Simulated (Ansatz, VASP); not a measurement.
# Two plane-wave programs on NaB12

```
CELL_PARAMETERS angstrom
-3.03809 3.03809 3.03162
3.03809 -3.03809 3.03162
3.03809 3.03809 -3.03162
ATOMIC_POSITIONS crystal
Na 0.50000 0.50000 0.00000
B 0.35125 0.15940 0.51065
B 0.64875 0.84060 0.48935
B 0.15940 0.64875 0.80815
B 0.84060 0.35125 0.19185
B 0.35125 0.84060 0.19185
B 0.64875 0.15940 0.80815
B 0.15940 0.35125 0.51065
B 0.84060 0.64875 0.48935
B 0.00000 0.83170 0.83170
B 0.00000 0.16830 0.16830
B 0.83170 0.00000 0.83170
B 0.16830 0.00000 0.16830
```

Alike in both runs: task relaxation of cell and atoms; functional PBE; k mesh 4 × 4 × 4; occupations gaussian, width 0.1 eV; no spin polarisation.

```csv
,VASP,Ansatz
version,VASP 6.6.1,Ansatz 0.2.0
potentials or method,"VASP PAW PBE potentials, release 64 (Na_pv, B), cutoff 600 eV","scalar-relativistic, plane waves, PAW"
valence electrons in the cell,43,45
```

VASP gave:

```
gap on the k mesh at the Fermi level, each at its own relaxed structure (eV)  : none
relaxed volume (Å³/atom)                                                      : 9.07
relaxed length of the cell vector where the two differ most in proportion (Å) : 5.403
```

Problem. Estimate Ansatz's values.

Solution. gap on the k mesh at the Fermi level, each at its own relaxed structure (eV): none; relaxed volume (Å³/atom): 9.01; relaxed length of the cell vector where the two differ most in proportion (Å): 5.394.

A gap of «none» marks a metal or a gap that the smearing closes. VASP's potentials hold 43 valence electrons a cell and Ansatz's 45, so a difference there can come from the potentials and not from the codes.

The k mesh is coarse, so the values compare programs but aren't converged.
